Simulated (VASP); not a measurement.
Here is a VASP 6.6.1 calculation.

POSCAR

```
KBr
1.0
    0.0000000000      3.2925000000      3.2925000000
    3.2925000000      0.0000000000      3.2925000000
    3.2925000000      3.2925000000      0.0000000000
K Br
1 1
Direct
   -0.0455580866      0.0455580866     -0.0455580866
    0.5000000000      0.5000000000      0.5000000000
```

The input INCAR.step1:

```
PREC = Accurate
ENCUT = 520
ISMEAR = 0
SIGMA = 0.05
LREAL = False
LASPH = True
NELM = 100
NBANDS = 15
GGA = PE
ALGO = Normal
EDIFF = 1E-4
LWAVE = True
LCHARG = False
```

The input INCAR.step2:

```
PREC = Accurate
ENCUT = 520
EDIFF = 1E-7
ISMEAR = 0
SIGMA = 0.05
LREAL = False
LASPH = True
NELM = 100
ALGO = Normal
ISIF = 2
LWAVE = False
LCHARG = True
METAGGA = R2SCAN
LMIXTAU = True
LELF = True
LVHAR = True
NBANDS = 15
ISTART = 1
```

File KPOINTS:

```
regular mesh
0
Gamma
  6 6 6
```

Potentials or basis: VASP PAW PBE potentials, release 64 (K_sv, Br).

Command:

```sh
$ cat potpaw_PBE.64/K_sv/POTCAR potpaw_PBE.64/Br/POTCAR > POTCAR
$ cp INCAR.step1 INCAR
$ mpirun -np 1 vasp_std > vasp.out
$ cp INCAR.step2 INCAR
$ mpirun -np 1 vasp_std > vasp.out
```

Problem. Estimate the band gap on the k mesh.

Solution. 5.12 eV.

Problem. Estimate the pressure.

Solution. 0.8 GPa.

Problem. What does it give for the largest force?

Solution. 0.528 eV/Å.

Stress tensor (GPa, compression positive):
```
0.04 0.00 0.00
0.00 2.21 0.00
0.00 0.00 0.04
```

Caveat: the cell differs from its parent crystal (atom 1 (K) moved by (-0.300, +0.000) A along y and z); the PAW data sets were made with another functional, which shifts forces and pressure a little.
